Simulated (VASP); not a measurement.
# CdS (F-43m) in VASP: further runs, part 2 of 2

VASP 6.6.1. Earlier steps stand in the parts before.

### Step 4. Relaxation of cell and atoms, BLYP+D3(BJ)

This run uses another cell than the first one, of 24.81 Å³/atom.

File INCAR:

```
SYSTEM = CdS
PREC = Accurate
ENCUT = 600
EDIFF = 1E-6
ISMEAR = -1
SIGMA = 0.05
LREAL = .False.
LASPH = .True.
NELM = 60
ALGO = Normal
ISIF = 3
LWAVE = .False.
LCHARG = .False.
GGA = B5
ALDAX = 1.0
AGGAX = 1.0
AGGAC = 1.0
ALDAC = 0.0
IVDW = 12
VDW_S6 = 1.0
VDW_S8 = 2.6996
VDW_A1 = 0.4298
VDW_A2 = 4.2359
IBRION = 2
NSW = 80
EDIFFG = -0.01
```

File KPOINTS:

```
regular mesh
0
Gamma
  8 8 8
  0 0 0
```

File POSCAR:

```
CdS
1.0
    0.0000000000      2.9165000000      2.9165000000
    2.9165000000      0.0000000000      2.9165000000
    2.9165000000      2.9165000000      0.0000000000
Cd S
1 1
Direct
    0.0000000000      0.0000000000      0.0000000000
    0.7500000000      0.7500000000      0.7500000000
```

Potentials or basis: VASP PAW PBE potentials, release 64 (Cd, S).

On the command line:

```bash
$ cat potpaw_PBE.64/Cd/POTCAR potpaw_PBE.64/S/POTCAR > POTCAR
$ mpirun -np 1 vasp_std > vasp.out
```

OUTCAR:

```text
SYSTEM = CdS
   PREC = Accurate
   ENCUT = 600
   EDIFF = 1E-6
   ISMEAR = -1
   LREAL = .False.
   LASPH = .True.
   NELM = 60
   ISIF = 3
   GGA = B5
   IVDW = 12
   IBRION = 2
   NSW = 80
   EDIFFG = -0.01
 IVDW          = 12

 ion  position               nearest neighbor table
   1  0.000  0.000  0.000-   2 2.53   2 2.53   2 2.53   2 2.53
   2  0.750  0.750  0.750-   1 2.53   1 2.53   1 2.53   1 2.53

  LATTYP: Found a face centered cubic cell.
 ALAT       =     5.8330000000

  Lattice vectors:

 A1 = (   0.0000000000,   2.9165000000,   2.9165000000)
 A2 = (   2.9165000000,   0.0000000000,   2.9165000000)
 A3 = (   2.9165000000,   2.9165000000,   0.0000000000)

Analysis of symmetry for initial positions (statically):
=====================================================================
 Subroutine PRICEL returns:
 Original cell was already a primitive cell.

 Routine SETGRP: Setting up the symmetry group for a
 face centered cubic supercell.

 Subroutine GETGRP returns: Found 24 space group operations
 (whereof 24 operations were pure point group operations)
 out of a pool of 48 trial point group operations.

The static configuration has the point symmetry T_d .

Analysis of symmetry for dynamics (positions and initial velocities):
=====================================================================
 Subroutine PRICEL returns:
 Original cell was already a primitive cell.

 Routine SETGRP: Setting up the symmetry group for a
 face centered cubic supercell.

 Subroutine GETGRP returns: Found 24 space group operations
 (whereof 24 operations were pure point group operations)
 out of a pool of 48 trial point group operations.

The dynamic configuration has the point symmetry T_d .

 Subroutine INISYM returns: Found 24 space group operations
 (whereof 24 operations are pure point group operations),
 and found     1 'primitive' translations

----------------------------------------------------------------------------------------

                                     Primitive cell

  volume of cell :      49.6153

  direct lattice vectors                    reciprocal lattice vectors
     0.000000000  2.916500000  2.916500000    -0.171438368  0.171438368  0.171438368
     2.916500000  0.000000000  2.916500000     0.171438368 -0.171438368  0.171438368
     2.916500000  2.916500000  0.000000000     0.171438368  0.171438368 -0.171438368

  length of vectors
     4.124553855  4.124553855  4.124553855     0.296939964  0.296939964  0.296939964

  position of ions in fractional coordinates (direct lattice)
     0.000000000  0.000000000  0.000000000
     0.750000000  0.750000000  0.750000000

  ion indices of the primitive-cell ions
   primitive index   ion index
                 1           1
                 2           2

----------------------------------------------------------------------------------------

 KPOINTS: regular mesh

Automatic generation of k-mesh.
 Grid dimensions read from file:
 generate k-points for:    8    8    8

 Generating k-lattice:

  Cartesian coordinates                     Fractional coordinates (reciprocal lattice)
    -0.021429796  0.021429796  0.021429796     0.125000000  0.000000000  0.000000000
     0.021429796 -0.021429796  0.021429796     0.000000000  0.125000000  0.000000000
     0.021429796  0.021429796 -0.021429796     0.000000000  0.000000000  0.125000000

  Length of vectors
     0.037117495  0.037117495  0.037117495

  Shift w.r.t. Gamma in fractional coordinates (k-lattice)
     0.000000000  0.000000000  0.000000000

 Subroutine IBZKPT returns following result:
 ===========================================

 Found     29 irreducible k-points:

 Following reciprocal coordinates:
            Coordinates               Weight
  0.000000  0.000000  0.000000      1.000000
  0.125000  0.000000  0.000000      8.000000
  0.250000  0.000000  0.000000      8.000000
  0.375000  0.000000  0.000000      8.000000
  0.500000  0.000000  0.000000      4.000000
  0.125000  0.125000  0.000000      6.000000
[... 16 lines left out ...]
  0.500000  0.250000  0.125000     48.000000
 -0.375000  0.250000  0.125000     24.000000
 [... further k-points ...]
   k-points           NKPTS =     29   k-points in BZ     NKDIM =     29   number of bands    NBANDS=     13
   number of dos      NEDOS =    301   number of ions     NIONS =      2
   total plane-waves  NPLWV =  46656
   dimension x,y,z NGX =    36 NGY =   36 NGZ =   36
   dimension x,y,z NGXF=    72 NGYF=   72 NGZF=   72
   ions per type =               1   1
   NGX,Y,Z   is equivalent  to a cutoff of  14.51, 14.51, 14.51 a.u.
   NGXF,Y,Z  is equivalent  to a cutoff of  29.02, 29.02, 29.02 a.u.
 SYSTEM =  CdS
   PREC   = accura    normal or accurate (medium, high low for compatibility)
   ISTART =      0    job   : 0-new  1-cont  2-samecut
   ICHARG =      2    charge: 1-file 2-atom 10-const
   ISPIN  =      1    spin polarized calculation?
   LNONCOLLINEAR =      F non collinear calculations
   LSORBIT =      F    spin-orbit coupling
   LASPH  =      T    aspherical Exc in radial PAW
   ENCUT  =  600.0 eV  44.10 Ry    6.64 a.u.   8.24  8.24  8.24*2*pi/ulx,y,z
   NELM   =     60;   NELMIN=  2; NELMDL= -5     # of ELM steps
   EDIFF  = 0.1E-05   stopping-criterion for ELM
   LREAL  =      F    real-space projection
   EDIFFG = -.1E-01   stopping-criterion for IOM
   NSW    =     80    number of steps for IOM
   IBRION =      2    ionic relax: 0-MD 1-quasi-New 2-CG
   NFREE  =      1    steps in history (QN), initial steepest desc. (CG)
   ISIF   =      3    stress and relaxation
   ISYM   =      2    0-nonsym 1-usesym 2-fastsym
   POTIM  = 0.5000    time-step for ionic-motion
   TEBEG  =    0.0;   TEEND  =   0.0 temperature during run
   PSTRESS=    0.0 pullay stress
   NELECT =      18.0000    total number of electrons
   NUPDOWN=      -1.0000    fix difference up-down
   EMIN   =  10.00;   EMAX   =-10.00  energy-range for DOS
   EFERMI =   0.00;   METHOD = LEGACY
   ISMEAR =    -1;   SIGMA  =   0.05  broadening in eV -4-tet -1-fermi 0-gaus
   EFERMI_NEDOS =   21; number of points for ismear=-14 and -15
   IALGO  =     38    algorithm
   IMIX   =      4    mixing-type and parameters
     AMIX     =   0.40;   BMIX     =  1.00
     AMIX_MAG =   1.60;   BMIX_MAG =  1.00
  volume/ion in A,a.u.               =      24.81       167.41
  Fermi-wavevector in a.u.,A,eV,Ry     =   1.167599  2.206442 18.548649  1.363287
  Thomas-Fermi vector in A             =   2.304097
   LORBIT       =      0    0 simple, 1 ext, 2 COOP (PROOUT), +10 PAW based schemes
   GGA     = B5    functional components
   LHFCALC =     F    Hartree Fock is set to
   AEXX    =    0.0000 exact exchange contribution
   IVDW    =    12    specifies the selected vdW correction
   LEPSILON=     F    determine dielectric tensor
   LRPA    =     F    only Hartree local field effects (RPA)
 conjugate gradient relaxation of ions
 non-spin polarized calculation
  energy-cutoff  :      600.00
  volume of cell :       49.62
 maximum number of plane-waves:      1676
 NGX is ok and might be reduce to    36
   NGX = 17   NGY = 17   NGZ = 17

--------------------------------------- Ionic step        1  -------------------------------------------

 number of electron      17.9999999 magnetization

 Free energy of the ion-electron system (eV)
  ---------------------------------------------------
  ext. energy  EPLUGINS =         0.00000000
  ---------------------------------------------------
  free energy    TOTEN  =        -5.11177589 eV

  energy without entropy =       -5.11177574  energy(sigma->0) =       -5.11177582

------------------------ aborting loop because EDIFF is reached ----------------------------------------

 Edisp (eV)   -1.34440

 E8    (eV) :    -0.9560
[... 71 lines left out ...]
--------------------------------------- Ionic step        3  -------------------------------------------

 number of electron      17.9999999 magnetization

 Free energy of the ion-electron system (eV)
  ---------------------------------------------------
  ext. energy  EPLUGINS =         0.00000000
  ---------------------------------------------------
  free energy    TOTEN  =        -5.15366094 eV

  energy without entropy =       -5.15366068  energy(sigma->0) =       -5.15366081

 E-fermi :   2.0651     XC(G=0):  -8.5706

 val. band max:        1.4929512387   @ k =   0.0000   0.0000   0.0000
 cond. band min:       2.5564431184   @ k =   0.0000   0.0000   0.0000
 fundamental gap:      1.0634918797
 Fermi energy:         2.0650601155

 k-point     1 :       0.0000    0.0000    0.0000
  band No.  band energies     occupation
      1     -10.7243      2.00000
      2      -6.1997      2.00000
      3      -6.1997      2.00000
      4      -6.1997      2.00000
      5      -5.7610      2.00000
      6      -5.7610      2.00000
      7       1.4930      1.99998
      8       1.4930      1.99998
      9       1.4930      1.99998
     10       2.5564      0.00011
     11       8.0520      0.00000
     12       8.0520      0.00000
     13       8.0520      0.00000
[... 354 lines left out ...]
  band No.  band energies     occupation
      1     -10.2679      2.00000
      2      -6.0474      2.00000
      3      -6.0123      2.00000
      4      -5.7833      2.00000
      5      -5.7357      2.00000
      6      -5.2960      2.00000
      7      -2.4762      2.00000
      8      -0.3500      2.00000
      9       0.3380      2.00000
     10       5.7595      0.00000
     11       7.4135      0.00000
     12       8.6955      0.00000
     13       9.8598      0.00000

 [... further k-points ...]

------------------------ aborting loop because EDIFF is reached ----------------------------------------

 Edisp (eV)   -1.30778

 E8    (eV) :    -0.9295
[... 25 lines left out ...]
  FREE ENERGIE OF THE ION-ELECTRON SYSTEM (eV)
  ---------------------------------------------------
  free  energy   TOTEN  =        -6.4614435638 eV

  energy  without entropy=       -6.4614433076  energy(sigma->0) =       -6.46144344

 reached required accuracy - stopping structural energy minimisation
```

Wall time 89 s (1 thread of Intel Xeon Platinum 8375C at 2.90GHz (Ice Lake), shared host); peak memory 0.23 GiB.

Results:

* Free energy: -6.4614 eV
* Relaxed volume: 25.40 Å³/atom
* Relaxed cell: a = 4.157 Å, b = 4.157 Å, c = 4.157 Å, α = 60.00°, β = 60.00°, γ = 60.00°
* Space group after relaxing (to 0.1 Å): F-43m (No. 216)
* Energy gained by relaxing: 2.6 meV/atom
* Ionic steps: 3
* Pressure after relaxing: 0.0 GPa
* Band gap on the k mesh: 1.06 eV
* Dispersion energy per atom: -0.654 eV

The path:
```
step  energy change (eV)  largest force (eV/Å)  pressure (GPa)  volume (Å³)
   1              0.0000                0.0000            1.45        49.62
   2             -0.0046                0.0000           -0.50        51.24
   3             -0.0053                0.0000            0.01        50.80
```

Final structure:
```
CELL_PARAMETERS angstrom
0.00000 2.93958 2.93958
2.93958 0.00000 2.93958
2.93958 2.93958 0.00000
ATOMIC_POSITIONS crystal
Cd 0.00000 0.00000 0.00000
S 0.75000 0.75000 0.75000
```

Levels at points of the mesh, in eV from the valence-band top:
```
           k point  band 7  band 8  band 9  band 10  band 11  band 12
(0.00, 0.00, 0.00)    0.00    0.00    0.00     1.06     6.56     6.56
(0.50, 0.00, 0.00)   -4.23   -0.71   -0.71     2.95     7.04     7.04
(0.50, 0.50, 0.00)   -3.85   -1.78   -1.78     3.68     4.31     9.18
```

Caveat: the PAW data sets were made with another functional, which shifts forces and pressure a little.

### Step 5. Summary

| task | level | cell | cutoff (eV) | gap on the mesh (eV) | pressure (GPa) |
| --- | --- | --- | --- | --- | --- |
| single point | revPBE+D4 | a = 4.134 Å, angles 60.0°, 2 atoms | 520 | 1.27 | 0.3 |
| single point | BLYP+D4 | a = 4.164 Å, angles 60.0°, 2 atoms | 520 | 1.05 | 0.4 |
| relaxation of cell and atoms | BLYP+D3(BJ) | relaxed from a = 4.125 Å, angles 60.0°, 2 atoms | 600 | 1.06 | 0.0 |

Alike in all rows: potentials or basis VASP PAW PBE potentials, release 64 (Cd, S); no spin polarisation; k mesh 8 × 8 × 8; smearing fermi-dirac 0.05 eV.

Caveats: the PAW data sets were made with another functional, which shifts forces and pressure a little.

Absolute energies hang on the potentials; compare differences alone.
